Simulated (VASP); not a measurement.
# SiC (P6_3mc) in VASP: a series of runs, part 3 of 3

VASP 6.6.1. The steps go on from the part before.

## Step 4: Single point, r2SCAN

POSCAR

```
SiC
1.0
    3.0752975751      0.0000000000      0.0000000000
   -1.5376487876      2.6632858243      0.0000000000
    0.0000000000      0.0000000000      4.7454405405
Si C
2 2
Direct
    0.3333333333      0.6666666667      0.4951412011
    0.6666666667      0.3333333333      0.9951412011
    0.3333333333      0.6666666667      0.8798587989
    0.6666666667      0.3333333333      0.3798587989
```

INCAR.step1

```
  ALGO = Normal
  EDIFF = 1E-4
  ENCUT = 520
  GGA = PE
  ISMEAR = 0
  LASPH = T
  LCHARG = F
  LREAL = F
  LWAVE = T
  NBANDS = 16
  NELM = 60
  PREC = Accurate
  SIGMA = 0.02
```

INCAR.step2

```
  ALGO = Normal
  EDIFF = 1E-7
  ENCUT = 520
  ISIF = 2
  ISMEAR = 0
  ISTART = 1
  LASPH = T
  LCHARG = F
  LMIXTAU = T
  LREAL = F
  LWAVE = F
  METAGGA = R2SCAN
  NBANDS = 16
  NELM = 60
  PREC = Accurate
  SIGMA = 0.02
```

KPOINTS

```
k-points
0
Gamma
  12 12 6
```

Potentials or basis: VASP PAW PBE potentials, release 64 (Si, C).

Launch:

```
$ cat potpaw_PBE.64/Si/POTCAR potpaw_PBE.64/C/POTCAR > POTCAR
$ cp INCAR.step1 INCAR
$ mpirun -np 1 vasp_std > vasp.out
$ cp INCAR.step2 INCAR
$ mpirun -np 1 vasp_std > vasp.out
```

OUTCAR:

```text
EDIFF = 1E-7
   ENCUT = 520
   ISIF = 2
   ISMEAR = 0
   ISTART = 1
   LASPH = T
   LREAL = F
   METAGGA = R2SCAN
   NELM = 60
   PREC = Accurate

 ion  position               nearest neighbor table
   1  0.333  0.667  0.495-   3 1.83   4 1.86   4 1.86   4 1.86   2 2.96   2 2.96   2 2.96   2 2.96
                             2 2.96   2 2.96
   2  0.667  0.333  0.995-   4 1.83   3 1.86   3 1.86   3 1.86   1 2.96   1 2.96   1 2.96   1 2.96
                             1 2.96   1 2.96
   3  0.333  0.667  0.880-   1 1.83   2 1.86   2 1.86   2 1.86
   4  0.667  0.333  0.380-   2 1.83   1 1.86   1 1.86   1 1.86

  LATTYP: Found a hexagonal cell.
 ALAT       =     3.0752975751
 C/A-ratio  =     1.5430833682

  Lattice vectors:

 A1 = (   3.0752975751,   0.0000000000,   0.0000000000)
 A2 = (  -1.5376487876,   2.6632858243,   0.0000000000)
 A3 = (   0.0000000000,   0.0000000000,   4.7454405405)

Analysis of symmetry for initial positions (statically):
=====================================================================
 Subroutine PRICEL returns:
 Original cell was already a primitive cell.

 Routine SETGRP: Setting up the symmetry group for a
 hexagonal supercell.

 Subroutine GETGRP returns: Found 12 space group operations
 (whereof  6 operations were pure point group operations)
 out of a pool of 24 trial point group operations.

The static configuration has the point symmetry C_3v.
 The point group associated with its full space group is C_6v.

Analysis of symmetry for dynamics (positions and initial velocities):
=====================================================================
 Subroutine PRICEL returns:
 Original cell was already a primitive cell.

 Routine SETGRP: Setting up the symmetry group for a
 hexagonal supercell.

 Subroutine GETGRP returns: Found 12 space group operations
 (whereof  6 operations were pure point group operations)
 out of a pool of 24 trial point group operations.

The dynamic configuration has the point symmetry C_3v.
 The point group associated with its full space group is C_6v.

 Subroutine INISYM returns: Found 12 space group operations
 (whereof  6 operations are pure point group operations),
 and found     1 'primitive' translations

----------------------------------------------------------------------------------------

                                     Primitive cell

  volume of cell :      38.8670

  direct lattice vectors                    reciprocal lattice vectors
     3.075297575  0.000000000  0.000000000     0.325171784  0.187738017  0.000000000
    -1.537648788  2.663285824  0.000000000     0.000000000  0.375476034  0.000000000
     0.000000000  0.000000000  4.745440540     0.000000000  0.000000000  0.210728591

  length of vectors
     3.075297575  3.075297575  4.745440540     0.375476034  0.375476034  0.210728591

  position of ions in fractional coordinates (direct lattice)
     0.333333333  0.666666667  0.495141201
     0.666666667  0.333333333  0.995141201
     0.333333333  0.666666667  0.879858799
     0.666666667  0.333333333  0.379858799

  ion indices of the primitive-cell ions
   primitive index   ion index
[... 21 lines left out ...]
     0.031289670  0.031289670  0.035121432

  Shift w.r.t. Gamma in fractional coordinates (k-lattice)
     0.000000000  0.000000000  0.000000000

 Subroutine IBZKPT returns following result:
 ===========================================

 Found     76 irreducible k-points:

 Following reciprocal coordinates:
            Coordinates               Weight
  0.000000  0.000000  0.000000      1.000000
  0.083333 -0.000000  0.000000      6.000000
  0.166667  0.000000  0.000000      6.000000
  0.250000  0.000000  0.000000      6.000000
  0.333333 -0.000000  0.000000      6.000000
  0.416667  0.000000  0.000000      6.000000
[... 16 lines left out ...]
  0.250000  0.000000  0.166667     12.000000
  0.333333 -0.000000  0.166667     12.000000
 [... further k-points ...]
   k-points           NKPTS =     76   k-points in BZ     NKDIM =     76   number of bands    NBANDS=     16
   number of dos      NEDOS =    301   number of ions     NIONS =      4
   total plane-waves  NPLWV =  20736
   dimension x,y,z NGX =    24 NGY =   24 NGZ =   36
   dimension x,y,z NGXF=    48 NGYF=   48 NGZF=   72
   ions per type =               2   2
   NGX,Y,Z   is equivalent  to a cutoff of  12.97, 12.97, 12.61 a.u.
   NGXF,Y,Z  is equivalent  to a cutoff of  25.95, 25.95, 25.22 a.u.
 SYSTEM =  unknown system
   PREC   = accura    normal or accurate (medium, high low for compatibility)
   ISTART =      1    job   : 0-new  1-cont  2-samecut
   ICHARG =      0    charge: 1-file 2-atom 10-const
   ISPIN  =      1    spin polarized calculation?
   LNONCOLLINEAR =      F non collinear calculations
   LSORBIT =      F    spin-orbit coupling
   LASPH  =      T    aspherical Exc in radial PAW
   ENCUT  =  520.0 eV  38.22 Ry    6.18 a.u.   5.72  5.72  8.82*2*pi/ulx,y,z
   NELM   =     60;   NELMIN=  2; NELMDL=  0     # of ELM steps
   EDIFF  = 0.1E-06   stopping-criterion for ELM
   LREAL  =      F    real-space projection
   EDIFFG = 0.1E-05   stopping-criterion for IOM
   NSW    =      0    number of steps for IOM
   IBRION =     -1    ionic relax: 0-MD 1-quasi-New 2-CG
   NFREE  =      0    steps in history (QN), initial steepest desc. (CG)
   ISIF   =      2    stress and relaxation
   ISYM   =      2    0-nonsym 1-usesym 2-fastsym
   POTIM  = 0.5000    time-step for ionic-motion
   TEBEG  =    0.0;   TEEND  =   0.0 temperature during run
   PSTRESS=    0.0 pullay stress
   NELECT =      16.0000    total number of electrons
   NUPDOWN=      -1.0000    fix difference up-down
   EMIN   =  10.00;   EMAX   =-10.00  energy-range for DOS
   EFERMI =   0.00;   METHOD = LEGACY
   ISMEAR =     0;   SIGMA  =   0.02  broadening in eV -4-tet -1-fermi 0-gaus
   EFERMI_NEDOS =   21; number of points for ismear=-14 and -15
   IALGO  =     38    algorithm
   IMIX   =      4    mixing-type and parameters
     AMIX     =   0.40;   BMIX     =  1.00
     AMIX_MAG =   1.60;   BMIX_MAG =  1.00
  volume/ion in A,a.u.               =       9.72        65.57
  Fermi-wavevector in a.u.,A,eV,Ry     =   1.217833  2.301370 20.179029  1.483117
  Thomas-Fermi vector in A             =   2.353140
   LORBIT       =      0    0 simple, 1 ext, 2 COOP (PROOUT), +10 PAW based schemes
   METAGGA = R2SCAN    functional components
   LHFCALC =     F    Hartree Fock is set to
   AEXX    =    0.0000 exact exchange contribution
   IVDW    =     0    specifies the selected vdW correction
   LEPSILON=     F    determine dielectric tensor
   LRPA    =     F    only Hartree local field effects (RPA)
 non-spin polarized calculation
 Gauss-broadening in eV      SIGMA  =   0.02
  energy-cutoff  :      520.00
  volume of cell :       38.87
 maximum number of plane-waves:      1085
 NGX is ok and might be reduce to    24
   NGX = 11   NGY = 11   NGZ = 17

 number of electron      16.0000000 magnetization

 Free energy of the ion-electron system (eV)
  ---------------------------------------------------
  ext. energy  EPLUGINS =         0.00000000
  ---------------------------------------------------
  free energy    TOTEN  =       -38.35243905 eV

  energy without entropy =      -38.35243905  energy(sigma->0) =      -38.35243905

 E-fermi :   9.3901     XC(G=0): -12.2054

 val. band max:        9.2521048680   @ k =   0.0000   0.0000   0.0000
 cond. band min:      11.6857366915   @ k =   0.5000   0.0000   0.0000
 fundamental gap:      2.4336318235
 Fermi energy:         9.3901041584

 k-point     1 :       0.0000    0.0000    0.0000
  band No.  band energies     occupation
      1      -8.0116      2.00000
      2      -3.6428      2.00000
      3      -0.2272      2.00000
      4       6.9592      2.00000
      5       6.9592      2.00000
      6       8.6979      2.00000
[... 433 lines left out ...]
      3       0.9786      2.00000
      4       2.9666      2.00000
      5       3.8464      2.00000
      6       5.3692      2.00000
[... 8 lines left out ...]
     15      21.8178      0.00000
     16      22.2265      0.00000

 [... further k-points ...]
[... 5 lines left out ...]
  --------------------------------------------------------------------------------------
  -------------------------------------------------------------------------------------
  Total        1.0076375      1.0076375      9.1991777     -0.0000000      0.0000000      0.0000000
  in kB       41.5368406     41.5368406    379.2085578     -0.0000000      0.0000000      0.0000000
  external PRESSURE =     154.0940796 kB  Pullay stress =       0.0000000 kB

 VOLUME and BASIS-vectors are now :
 -----------------------------------------------------------------------------
  energy-cutoff  :      520.00
  volume of cell :       38.87
      direct lattice vectors                 reciprocal lattice vectors
     3.075297575  0.000000000  0.000000000     0.325171784  0.187738017  0.000000000
    -1.537648788  2.663285824  0.000000000     0.000000000  0.375476034  0.000000000
     0.000000000  0.000000000  4.745440540     0.000000000  0.000000000  0.210728591

 POSITION                                       TOTAL-FORCE (eV/Angst)
 -----------------------------------------------------------------------------------
     -0.00000      1.77552      2.34966        -0.000000      0.000000      0.005026
      1.53765      0.88776      4.72238         0.000000     -0.000000      0.005026
     -0.00000      1.77552      4.17532         0.000000      0.000000     -0.005026
      1.53765      0.88776      1.80260         0.000000      0.000000     -0.005026
 -----------------------------------------------------------------------------------
    total drift:                                0.000000      0.000000     -0.000674

  FREE ENERGIE OF THE ION-ELECTRON SYSTEM (eV)
  ---------------------------------------------------
  free  energy   TOTEN  =       -38.3524390532 eV

  energy  without entropy=      -38.3524390532  energy(sigma->0) =      -38.35243905
```

It took 2.2 min on 1 thread of Intel Xeon Platinum 8259CL at 2.50GHz (Skylake/Cascade Lake), shared host; peak memory 0.18 GiB.

What came out:

* Free energy: -38.3524 eV
* Pressure: 15.4 GPa
* Largest force: 0.005 eV/Å
* Band gap on the k mesh: 2.43 eV (least direct gap 4.08 eV)

Forces in eV/Å, atoms in the order of the input:
```
Si   0.000  0.000  0.005
Si   0.000  0.000  0.005
C    0.000  0.000 -0.005
C    0.000  0.000 -0.005
```

Stress tensor (GPa, compression positive):
```
 4.15  0.00  0.00
 0.00  4.15  0.00
 0.00  0.00 37.92
```

Caveat: the stress differs along the axes, from 4 to 38 GPa; the PAW data sets were made with another functional, which shifts forces and pressure a little. A k mesh can miss the band edges.

## Step 5: Single point, r2SCAN (strain along c alone, the other axes held: -4.0 %, then relaxed in part)

POSCAR

```
SiC
1.0
    3.0752975751      0.0000000000      0.0000000000
   -1.5376487876      2.6632858243      0.0000000000
    0.0000000000      0.0000000000      4.8464073605
Si C
2 2
Direct
    0.3333333333      0.6666666667      0.4970255527
    0.6666666667      0.3333333333      0.9970255527
    0.3333333333      0.6666666667      0.8779744473
    0.6666666667      0.3333333333      0.3779744473
```

INCAR.step1

```
  PREC = Accurate
  ENCUT = 520
  ISMEAR = 0
  SIGMA = 0.02
  LREAL = F
  LASPH = T
  NELM = 60
  NBANDS = 16
  GGA = PE
  ALGO = Normal
  EDIFF = 1E-4
  LWAVE = T
  LCHARG = F
```

INCAR.step2

```
  PREC = Accurate
  ENCUT = 520
  EDIFF = 1E-6
  ISMEAR = 0
  SIGMA = 0.02
  LREAL = F
  LASPH = T
  NELM = 60
  ALGO = Normal
  ISIF = 2
  LWAVE = F
  LCHARG = F
  METAGGA = R2SCAN
  LMIXTAU = T
  NBANDS = 16
  ISTART = 1
```

KPOINTS

```
regular mesh
0
Gamma
  12 12 6
```

Launch:

```
$ cat potpaw_PBE.64/Si/POTCAR potpaw_PBE.64/C/POTCAR > POTCAR
$ cp INCAR.step1 INCAR
$ mpirun -np 1 vasp_std > vasp.out
$ cp INCAR.step2 INCAR
$ mpirun -np 1 vasp_std > vasp.out
```

It took 1.7 min on 1 thread of Intel Xeon Platinum 8259CL at 2.50GHz (Skylake/Cascade Lake), shared host; peak memory 0.18 GiB.

Results (log left out):

```yaml
Free_energy: -38.5140 eV
Pressure: 9.8 GPa
Band_gap_on_the_k_mesh: 2.63 eV (least direct gap 4.22 eV)
```

Forces in eV/Å, atoms in the order of the input:
```
Si   0.000  0.000 -0.003
Si   0.000  0.000 -0.003
C    0.000  0.000  0.003
C    0.000  0.000  0.003
```

Stress tensor (GPa, compression positive):
```
 2.32  0.00  0.00
 0.00  2.32  0.00
 0.00  0.00 24.62
```

Levels at points of the mesh, in eV from the valence-band top:
```csv
k point,band 5,band 6,band 7,band 8,band 9,band 10,band 11,band 12
"(0.00, 0.00, 0.00)",-1.92,-0.31,-0.31,0.00,4.86,6.90,6.90,7.42
"(0.50, 0.00, 0.00)",-5.94,-4.02,-3.62,-1.46,2.77,4.86,7.54,7.56
"(0.00, 0.00, 0.50)",-1.18,-1.18,-1.18,-1.18,6.17,6.17,7.60,7.60
"(0.50, 0.00, 0.50)",-2.98,-2.98,-2.42,-2.42,3.73,3.73,5.96,5.96
```

Caveat: the cell differs from its parent crystal (strain along c alone, the other axes held: -4.0 %, then relaxed in part); the stress differs along the axes, from 2 to 25 GPa; the PAW data sets were made with another functional, which shifts forces and pressure a little. A k mesh can miss the band edges.

## Step 6: Summary

| task | cell | gap on the mesh (eV) | pressure (GPa) |
| --- | --- | --- | --- |
| relaxation of the atoms | atoms relaxed from a = 3.075, b = 3.075, c = 4.745 Å, angles 90.0, 90.0, 120.0°, 4 atoms, atomic positions A | 2.44 | 15.4 |
| single point | a = 3.075, b = 3.075, c = 4.745 Å, angles 90.0, 90.0, 120.0°, 4 atoms, atomic positions B | 2.43 | 15.4 |
| single point | a = 3.075, b = 3.075, c = 4.846 Å, angles 90.0, 90.0, 120.0°, 4 atoms, atomic positions A | 2.63 | 9.8 |

Alike in all rows: level r2SCAN; potentials or basis VASP PAW PBE potentials, release 64 (Si, C); no spin polarisation; k mesh 12 × 12 × 6; cutoff (eV) 520; smearing gaussian 0.02 eV.

Caveats: the PAW data sets were made with another functional, which shifts forces and pressure a little; the stress differs along the axes, from 4 to 38 GPa (at least some runs); the stress differs along the axes, from 2 to 25 GPa (at least some runs).

Absolute energies hang on the potentials; compare differences alone.
